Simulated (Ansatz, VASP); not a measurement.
Two plane-wave programs on CrSi6Mo2

```
Cr Si Mo
1.0
    -1.59049    3.88304    4.76088
     1.59049   -3.88304    4.76088
     1.59049    3.88304   -4.76088
Cr Si Mo
1 6 2
Direct
  0.50000 0.50000 0.00000
  0.17601 0.83788 0.33812
  0.83057 0.50000 0.33057
  0.50024 0.16212 0.33812
  0.49976 0.83788 0.66188
  0.16943 0.50000 0.66943
  0.82399 0.16212 0.66188
  0.83341 0.83341 0.00000
  0.16659 0.16659 0.00000
```

Alike in both runs: task single point; functional PBE; k mesh 6 × 6 × 6; occupations gaussian, width 0.1 eV; no spin polarisation.

|  | VASP | Ansatz |
| --- | --- | --- |
| version | VASP 6.6.1 | Ansatz 0.2.0 |
| potentials or method | VASP PAW PBE potentials, release 64 (Cr_pv, Si, Mo_sv), cutoff 520 eV | scalar-relativistic, plane waves, PAW |
| valence electrons in the cell | 64 | 66 |

|  | VASP | Ansatz | Ansatz less VASP |
| --- | --- | --- | --- |
| gap on the k mesh at the Fermi level (eV) | none | none | - |
| pressure (GPa) | 0.0 | 0.0 | -0.05 |
| traceless stress, the component that is largest in VASP (GPa) | -0.33 | -0.33 | -0.004 |
| rms of the force components (eV/Å) | 0.009 | 0.006 | -0.0032 |

Atom by atom the forces differ by 0.005 eV/Å (rms over components). A gap of «none» marks a metal or a gap that the smearing closes. The functional is the same, so the differences come from potentials, cutoffs and numerics. VASP's potentials hold 64 valence electrons a cell and Ansatz's 66, so a difference there can come from the potentials and not from the codes.
